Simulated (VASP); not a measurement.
Hf: single point with r2SCAN

Hf:

```
Hf
1.0
     3.19873    0.00000    0.00000
    -1.59937    2.77018    0.00000
     0.00000    0.00000    5.05050
Hf
2
Direct
  0.33333 0.66667 0.25000
  0.66667 0.33333 0.75000
```

```
Program                : VASP 6.6.1
Task                   : single point
Functional             : r2SCAN
Potentials or basis    : VASP PAW PBE potentials, release 64 (Hf_pv)
Cutoff                 : 520 eV
k mesh                 : 11 × 11 × 6
Occupations            : fermi-dirac, width 0.3 eV
Spin                   : no spin polarisation
Dipole correction      : no
Further INCAR settings : ALGO = Normal; EDIFF = 1e-06; NBANDS = 17
```

- Pressure: 0.3 GPa
- Band gap on the k mesh: zero (band 10 reaches 6.16 eV, above the bottom of band 11 at 4.46 eV)

Stress tensor (GPa, compression positive):
```
-0.12  0.00  0.00
 0.00 -0.12  0.00
 0.00  0.00  1.01
```

Levels at points of the mesh, in eV from the Fermi level:
| k point | band 6 | band 7 | band 8 | band 9 | band 10 | band 11 | band 12 | band 13 | band 14 | band 15 |
| --- | --- | --- | --- | --- | --- | --- | --- | --- | --- | --- |
| (0.00, 0.00, 0.00) | -31.23 | -7.68 | -3.77 | 0.51 | 1.41 | 1.41 | 1.75 | 2.29 | 2.29 | 3.00 |
| (0.00, 0.00, 0.50) | -31.32 | -5.61 | -5.61 | 0.25 | 0.25 | 1.31 | 1.31 | 1.31 | 1.31 | 5.23 |

Wall time 4.5 min on 1 thread of AMD EPYC 7R43 64-Core Processor (Zen 3) (shared host), peak memory 0.15 GiB.

Caveat: the PAW data sets were made with another functional, which shifts forces and pressure a little; spin-orbit coupling is left out, which moves the levels of the heavy elements.
